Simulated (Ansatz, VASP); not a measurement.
Two plane-wave programs on PbS

INCAR

```
PREC = Accurate ; ENCUT = 520
EDIFF = 1E-7 ; ISMEAR = 0
SIGMA = 0.03 ; LREAL = False
LASPH = True ; NELM = 100
ALGO = Normal ; ISIF = 2
LWAVE = False ; LCHARG = False
GGA = PE ; NBANDS = 17
```

The input KPOINTS:

```
Automatic mesh
0
Gamma
  10 10 10
```

File POSCAR:

```
PbS
1.0
    0.0000000000      2.9650000000      2.9650000000
    2.9650000000      0.0000000000      2.9650000000
    2.9650000000      2.9650000000      0.0000000000
Pb S
1 1
Direct
    0.0000000000      0.0000000000      0.0000000000
    0.4902639078      0.4902639078      0.4902639078
```

Input for Ansatz:

```yaml
crystal:
  lattice:
    - [0.0, 2.965, 2.965]
    - [2.965, 0.0, 2.965]
    - [2.965, 2.965, 0.0]
  atoms:
    - { symbol: Pb, position: [0.0, 0.0, 0.0] }
    - { symbol: S, position: [0.4902639078, 0.4902639078, 0.4902639078] }
basis:
  ecutwfc: 420
kpoints:
  mp_grid: { grid: [10, 10, 10] }
hamiltonian:
  xc: pbe
scf:
  occupations: { method: gaussian, width: 0.03 }
output:
  forces: true
  stress: true
  eigenvalues: true
```

Change from the starting cell: all S atoms moved -0.100 Å, as atom 2 along Cartesian [1 1 1].

Alike in both runs: task single point; functional PBE; k mesh 10 × 10 × 10; occupations gaussian, width 0.03 eV; no spin polarisation.

```csv
,VASP,Ansatz
version,VASP 6.6.1,Ansatz 0.2.0
potentials or method,"VASP PAW PBE potentials, release 64 (Pb_d, S), cutoff 520 eV","scalar-relativistic, plane waves, PAW"
valence electrons in the cell,20,20
```

```csv
,VASP,Ansatz,Ansatz less VASP
gap on the k mesh at the Fermi level (eV),0.41,0.41,-0.007
least direct gap on the mesh (eV),0.41,0.41,-0.007
pressure (GPa),2.4,2.4,+0.07
rms of the force components (eV/Å),0.039,0.038,-0.0006
```

Atom by atom the forces differ by 0.001 eV/Å (rms over components).

Spin-orbit coupling is off throughout.
